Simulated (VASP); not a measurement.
# HgTe (F-43m) in VASP: a series of runs

The runs below take HgTe through single point, with r2SCAN.

Program: VASP 6.6.1. These are calculated values, not measurements. Logs are shortened: lines on timing, memory, paths and dates and some standing lists are left out, and cuts for length are marked.

### Step 1. The cell of the first run

It takes space group F-43m (No. 216, cubic). Conventional cell: a = 6.572 Å, b = 6.572 Å, c = 6.572 Å, α = 90.00°, β = 90.00°, γ = 90.00°. Within 3.7 Å of Hg (site symmetry -43m) lie 4 Te at 2.85 Å. Te (site symmetry -43m) has 4 Hg at 2.85 Å within 3.7 Å.

### Step 2. Single point, r2SCAN (35.48 Å³/atom)

POSCAR reads:

```
HgTe
1.0
    0.0000000000      3.2860752822      3.2860752822
    3.2860752822      0.0000000000      3.2860752822
    3.2860752822      3.2860752822      0.0000000000
Hg Te
1 1
Direct
    0.0000000000      0.0000000000      0.0000000000
    0.2500000000      0.2500000000      0.2500000000
```

INCAR.step1 reads:

```
SYSTEM = HgTe
PREC = Accurate ; ENCUT = 520
ISMEAR = 0 ; SIGMA = 0.05
LREAL = .False. ; LASPH = .True.
NELM = 60 ; NBANDS = 16
GGA = PE ; ALGO = Normal
EDIFF = 1E-4 ; LWAVE = .True.
LCHARG = .False.
```

INCAR.step2 reads:

```
SYSTEM = HgTe
PREC = Accurate ; ENCUT = 520
EDIFF = 1E-7 ; ISMEAR = 0
SIGMA = 0.05 ; LREAL = .False.
LASPH = .True. ; NELM = 60
ALGO = Normal ; ISIF = 2
LWAVE = .False. ; LCHARG = .False.
METAGGA = R2SCAN ; LMIXTAU = .True.
NBANDS = 16 ; ISTART = 1
```

KPOINTS reads:

```
regular mesh
0
Gamma
  10 10 10
  0 0 0
```

Potentials or basis: VASP PAW PBE potentials, release 64 (Hg, Te).

Launch:

```console
cat potpaw_PBE.64/Hg/POTCAR potpaw_PBE.64/Te/POTCAR > POTCAR
cp INCAR.step1 INCAR
mpirun -np 1 vasp_std > vasp.out
cp INCAR.step2 INCAR
mpirun -np 1 vasp_std > vasp.out
```

OUTCAR:

```text
SYSTEM = HgTe
   PREC = Accurate
   ENCUT = 520
   EDIFF = 1E-7
   ISMEAR = 0
   LREAL = .False.
   LASPH = .True.
   NELM = 60
   ISIF = 2
   METAGGA = R2SCAN
   ISTART = 1

 ion  position               nearest neighbor table
   1  0.000  0.000  0.000-   2 2.85   2 2.85   2 2.85   2 2.85
   2  0.250  0.250  0.250-   1 2.85   1 2.85   1 2.85   1 2.85

  LATTYP: Found a face centered cubic cell.
 ALAT       =     6.5721505644

  Lattice vectors:

 A1 = (   0.0000000000,   3.2860752822,   3.2860752822)
 A2 = (   3.2860752822,   0.0000000000,   3.2860752822)
 A3 = (   3.2860752822,   3.2860752822,   0.0000000000)

Analysis of symmetry for initial positions (statically):
=====================================================================
 Subroutine PRICEL returns:
 Original cell was already a primitive cell.

 Routine SETGRP: Setting up the symmetry group for a
 face centered cubic supercell.

 Subroutine GETGRP returns: Found 24 space group operations
 (whereof 24 operations were pure point group operations)
 out of a pool of 48 trial point group operations.

The static configuration has the point symmetry T_d .

Analysis of symmetry for dynamics (positions and initial velocities):
=====================================================================
 Subroutine PRICEL returns:
 Original cell was already a primitive cell.

 Routine SETGRP: Setting up the symmetry group for a
 face centered cubic supercell.

 Subroutine GETGRP returns: Found 24 space group operations
 (whereof 24 operations were pure point group operations)
 out of a pool of 48 trial point group operations.

The dynamic configuration has the point symmetry T_d .

 Subroutine INISYM returns: Found 24 space group operations
 (whereof 24 operations are pure point group operations),
 and found     1 'primitive' translations

----------------------------------------------------------------------------------------

                                     Primitive cell

  volume of cell :      70.9680

  direct lattice vectors                    reciprocal lattice vectors
     0.000000000  3.286075282  3.286075282    -0.152157196  0.152157196  0.152157196
     3.286075282  0.000000000  3.286075282     0.152157196 -0.152157196  0.152157196
     3.286075282  3.286075282  0.000000000     0.152157196  0.152157196 -0.152157196

  length of vectors
     4.647212231  4.647212231  4.647212231     0.263543994  0.263543994  0.263543994

  position of ions in fractional coordinates (direct lattice)
     0.000000000  0.000000000  0.000000000
     0.250000000  0.250000000  0.250000000

  ion indices of the primitive-cell ions
   primitive index   ion index
                 1           1
                 2           2

----------------------------------------------------------------------------------------

 KPOINTS: regular mesh

Automatic generation of k-mesh.
 Grid dimensions read from file:
 generate k-points for:   10   10   10

 Generating k-lattice:

  Cartesian coordinates                     Fractional coordinates (reciprocal lattice)
    -0.015215720  0.015215720  0.015215720     0.100000000  0.000000000  0.000000000
     0.015215720 -0.015215720  0.015215720     0.000000000  0.100000000  0.000000000
     0.015215720  0.015215720 -0.015215720     0.000000000  0.000000000  0.100000000

  Length of vectors
     0.026354399  0.026354399  0.026354399

  Shift w.r.t. Gamma in fractional coordinates (k-lattice)
     0.000000000  0.000000000  0.000000000

 Subroutine IBZKPT returns following result:
 ===========================================

 Found     47 irreducible k-points:

 Following reciprocal coordinates:
            Coordinates               Weight
  0.000000  0.000000  0.000000      1.000000
  0.100000  0.000000  0.000000      8.000000
  0.200000  0.000000  0.000000      8.000000
  0.300000  0.000000  0.000000      8.000000
  0.400000  0.000000  0.000000      8.000000
  0.500000  0.000000  0.000000      4.000000
[... 16 lines left out ...]
  0.300000  0.300000  0.000000      6.000000
  0.400000  0.300000  0.000000     24.000000
 [... further k-points ...]
   k-points           NKPTS =     47   k-points in BZ     NKDIM =     47   number of bands    NBANDS=     16
   number of dos      NEDOS =    301   number of ions     NIONS =      2
   total plane-waves  NPLWV =  46656
   dimension x,y,z NGX =    36 NGY =   36 NGZ =   36
   dimension x,y,z NGXF=    72 NGYF=   72 NGZF=   72
   ions per type =               1   1
   NGX,Y,Z   is equivalent  to a cutoff of  12.88, 12.88, 12.88 a.u.
   NGXF,Y,Z  is equivalent  to a cutoff of  25.76, 25.76, 25.76 a.u.
 SYSTEM =  HgTe
   PREC   = accura    normal or accurate (medium, high low for compatibility)
   ISTART =      1    job   : 0-new  1-cont  2-samecut
   ICHARG =      0    charge: 1-file 2-atom 10-const
   ISPIN  =      1    spin polarized calculation?
   LNONCOLLINEAR =      F non collinear calculations
   LSORBIT =      F    spin-orbit coupling
   LASPH  =      T    aspherical Exc in radial PAW
   ENCUT  =  520.0 eV  38.22 Ry    6.18 a.u.   8.64  8.64  8.64*2*pi/ulx,y,z
   NELM   =     60;   NELMIN=  2; NELMDL=  0     # of ELM steps
   EDIFF  = 0.1E-06   stopping-criterion for ELM
   LREAL  =      F    real-space projection
   EDIFFG = 0.1E-05   stopping-criterion for IOM
   NSW    =      0    number of steps for IOM
   IBRION =     -1    ionic relax: 0-MD 1-quasi-New 2-CG
   NFREE  =      0    steps in history (QN), initial steepest desc. (CG)
   ISIF   =      2    stress and relaxation
   ISYM   =      2    0-nonsym 1-usesym 2-fastsym
   POTIM  = 0.5000    time-step for ionic-motion
   TEBEG  =    0.0;   TEEND  =   0.0 temperature during run
   PSTRESS=    0.0 pullay stress
   NELECT =      18.0000    total number of electrons
   NUPDOWN=      -1.0000    fix difference up-down
   EMIN   =  10.00;   EMAX   =-10.00  energy-range for DOS
   EFERMI =   0.00;   METHOD = LEGACY
   ISMEAR =     0;   SIGMA  =   0.05  broadening in eV -4-tet -1-fermi 0-gaus
   EFERMI_NEDOS =   21; number of points for ismear=-14 and -15
   IALGO  =     38    algorithm
   IMIX   =      4    mixing-type and parameters
     AMIX     =   0.40;   BMIX     =  1.00
     AMIX_MAG =   1.60;   BMIX_MAG =  1.00
  volume/ion in A,a.u.               =      35.48       239.46
  Fermi-wavevector in a.u.,A,eV,Ry     =   1.036282  1.958290 14.611043  1.073881
  Thomas-Fermi vector in A             =   2.170666
   LORBIT       =      0    0 simple, 1 ext, 2 COOP (PROOUT), +10 PAW based schemes
   METAGGA = R2SCAN    functional components
   LHFCALC =     F    Hartree Fock is set to
   AEXX    =    0.0000 exact exchange contribution
   IVDW    =     0    specifies the selected vdW correction
   LEPSILON=     F    determine dielectric tensor
   LRPA    =     F    only Hartree local field effects (RPA)
 non-spin polarized calculation
 Gauss-broadening in eV      SIGMA  =   0.05
  energy-cutoff  :      520.00
  volume of cell :       70.97
 maximum number of plane-waves:      1925
   NGX = 17   NGY = 17   NGZ = 17

 number of electron      18.0000001 magnetization

 Free energy of the ion-electron system (eV)
  ---------------------------------------------------
  ext. energy  EPLUGINS =         0.00000000
  ---------------------------------------------------
  free energy    TOTEN  =       -75.16419605 eV

  energy without entropy =      -75.16411783  energy(sigma->0) =      -75.16415694

 E-fermi :   2.3631     XC(G=0):  -9.0788

 val. band max:        2.3477605734   @ k =   0.0000   0.0000   0.0000
 cond. band min:       2.9952669669   @ k =   0.1000   0.0000   0.0000
 fundamental gap:      0.6475063936
 Fermi energy:         2.3631418023

 k-point     1 :       0.0000    0.0000    0.0000
  band No.  band energies     occupation
      1      -9.6996      2.00000
      2      -5.0075      2.00000
      3      -5.0075      2.00000
      4      -5.0075      2.00000
      5      -4.4962      2.00000
      6      -4.4962      2.00000
[... 8 lines left out ...]
     15      12.3212      0.00000
     16      12.3212      0.00000

 k-point     2 :       0.1000    0.0000    0.0000
  band No.  band energies     occupation
      1      -9.6521      2.00000
      2      -4.9941      2.00000
      3      -4.9941      2.00000
      4      -4.9869      2.00000
      5      -4.4974      2.00000
      6      -4.4974      2.00000
[... 8 lines left out ...]
     15      11.6813      0.00000
     16      11.6813      0.00000

 k-point     3 :       0.2000    0.0000    0.0000
  band No.  band energies     occupation
      1      -9.5240      2.00000
      2      -4.9607      2.00000
      3      -4.9607      2.00000
      4      -4.9089      2.00000
      5      -4.4982      2.00000
      6      -4.4982      2.00000
[... 8 lines left out ...]
     15      11.2823      0.00000
     16      11.2823      0.00000

 k-point     4 :       0.3000    0.0000    0.0000
  band No.  band energies     occupation
      1      -9.3576      2.00000
      2      -4.9232      2.00000
      3      -4.9232      2.00000
      4      -4.7338      2.00000
      5      -4.4932      2.00000
      6      -4.4932      2.00000
[... 8 lines left out ...]
     15      11.4724      0.00000
     16      11.4724      0.00000

 k-point     5 :       0.4000    0.0000    0.0000
  band No.  band energies     occupation
      1      -9.2162      2.00000
      2      -4.8971      2.00000
      3      -4.8971      2.00000
      4      -4.4830      2.00000
      5      -4.4830      2.00000
      6      -4.4382      2.00000
[... 8 lines left out ...]
     15      12.2123      0.00000
     16      12.2123      0.00000

 k-point     6 :       0.5000    0.0000    0.0000
  band No.  band energies     occupation
      1      -9.1605      2.00000
      2      -4.8884      2.00000
      3      -4.8884      2.00000
      4      -4.4774      2.00000
      5      -4.4774      2.00000
      6      -4.2075      2.00000
[... 8 lines left out ...]
     15      12.8699      0.00000
     16      12.8699      0.00000

 k-point     7 :       0.1000    0.1000    0.0000
  band No.  band energies     occupation
      1      -9.6362      2.00000
      2      -4.9963      2.00000
      3      -4.9816      2.00000
      4      -4.9816      2.00000
      5      -4.5051      2.00000
      6      -4.4907      2.00000
[... 8 lines left out ...]
     15      10.9120      0.00000
     16      12.3773      0.00000

 k-point     8 :       0.2000    0.1000    0.0000
  band No.  band energies     occupation
      1      -9.5347      2.00000
      2      -4.9710      2.00000
      3      -4.9474      2.00000
      4      -4.9297      2.00000
      5      -4.5114      2.00000
      6      -4.4860      2.00000
[... 8 lines left out ...]
     15      11.0394      0.00000
     16      12.0301      0.00000

 k-point     9 :       0.3000    0.1000    0.0000
  band No.  band energies     occupation
      1      -9.3802      2.00000
      2      -4.9328      2.00000
      3      -4.9075      2.00000
      4      -4.7973      2.00000
      5      -4.5069      2.00000
      6      -4.4805      2.00000
[... 8 lines left out ...]
     15      11.3857      0.00000
     16      12.0280      0.00000
[... 172 lines left out ...]
 k-point    19 :       0.5000    0.2000    0.0000
  band No.  band energies     occupation
      1      -9.0984      2.00000
      2      -4.8594      2.00000
      3      -4.8188      2.00000
      4      -4.5652      2.00000
      5      -4.4700      2.00000
      6      -4.2256      2.00000
[... 8 lines left out ...]
     15      12.7313      0.00000
     16      13.0216      0.00000

 k-point    20 :      -0.4000    0.2000    0.0000
  band No.  band energies     occupation
      1      -9.0867      2.00000
      2      -4.8533      2.00000
      3      -4.8297      2.00000
      4      -4.5190      2.00000
      5      -4.4881      2.00000
      6      -4.1689      2.00000
[... 8 lines left out ...]
     15      11.9756      0.00000
     16      12.6620      0.00000

 k-point    21 :      -0.3000    0.2000    0.0000
  band No.  band energies     occupation
      1      -9.1652      2.00000
      2      -4.8614      2.00000
      3      -4.8596      2.00000
      4      -4.5472      2.00000
      5      -4.5076      2.00000
      6      -4.3913      2.00000
[... 8 lines left out ...]
     15      11.9429      0.00000
     16      13.0548      0.00000

 k-point    22 :      -0.2000    0.2000    0.0000
  band No.  band energies     occupation
      1      -9.2997      2.00000
      2      -4.9054      2.00000
      3      -4.8835      2.00000
      4      -4.7217      2.00000
      5      -4.5154      2.00000
      6      -4.4627      2.00000
[... 8 lines left out ...]
     15      12.2192      0.00000
     16      12.4693      0.00000

 k-point    23 :       0.3000    0.3000    0.0000
  band No.  band energies     occupation
      1      -9.2400      2.00000
      2      -4.8653      2.00000
      3      -4.8119      2.00000
      4      -4.8119      2.00000
      5      -4.4893      2.00000
      6      -4.4582      2.00000
[... 8 lines left out ...]
     15      12.7838      0.00000
     16      13.6833      0.00000

 k-point    24 :       0.4000    0.3000    0.0000
  band No.  band energies     occupation
      1      -9.1265      2.00000
      2      -4.8350      2.00000
      3      -4.7708      2.00000
      4      -4.7312      2.00000
      5      -4.4528      2.00000
      6      -4.3938      2.00000
[... 8 lines left out ...]
     15      13.0661      0.00000
     16      14.1342      0.00000

 [... further k-points ...]

------------------------ aborting loop because EDIFF is reached ----------------------------------------

  FORCE on cell =-STRESS in cart. coord.  units (eV):
  Direction    XX          YY          ZZ          XY          YZ          ZX
  --------------------------------------------------------------------------------------
  -------------------------------------------------------------------------------------
  Total        0.0318337      0.0318337      0.0318337     -0.0000000      0.0000000     -0.0000000
  in kB        0.7186801      0.7186801      0.7186801     -0.0000000      0.0000000     -0.0000000
  external PRESSURE =       0.7186801 kB  Pullay stress =       0.0000000 kB

 VOLUME and BASIS-vectors are now :
 -----------------------------------------------------------------------------
  energy-cutoff  :      520.00
  volume of cell :       70.97
      direct lattice vectors                 reciprocal lattice vectors
     0.000000000  3.286075282  3.286075282    -0.152157196  0.152157196  0.152157196
     3.286075282  0.000000000  3.286075282     0.152157196 -0.152157196  0.152157196
     3.286075282  3.286075282  0.000000000     0.152157196  0.152157196 -0.152157196

 POSITION                                       TOTAL-FORCE (eV/Angst)
 -----------------------------------------------------------------------------------
      0.00000      0.00000      0.00000        -0.000000     -0.000000     -0.000000
      1.64304      1.64304      1.64304         0.000000      0.000000      0.000000
 -----------------------------------------------------------------------------------
    total drift:                                0.000000      0.000000      0.000000

  FREE ENERGIE OF THE ION-ELECTRON SYSTEM (eV)
  ---------------------------------------------------
  free  energy   TOTEN  =       -75.1641960527 eV

  energy  without entropy=      -75.1641178327  energy(sigma->0) =      -75.16415694
```

Wall time 79 s (1 thread of Intel Xeon 6975P-C (Granite Rapids), shared host); peak memory 0.25 GiB.

Results:

- Free energy: -75.1642 eV
- Pressure: 0.1 GPa
- Band gap on the k mesh: zero (filled and empty bands touch)

Caveat: semilocal functionals underestimate gaps, so a narrow gap can read as zero; the PAW data sets were made with another functional, which shifts forces and pressure a little; spin-orbit coupling is left out, which moves the levels of the heavy elements.

(Part 1 of 2 ends here.)
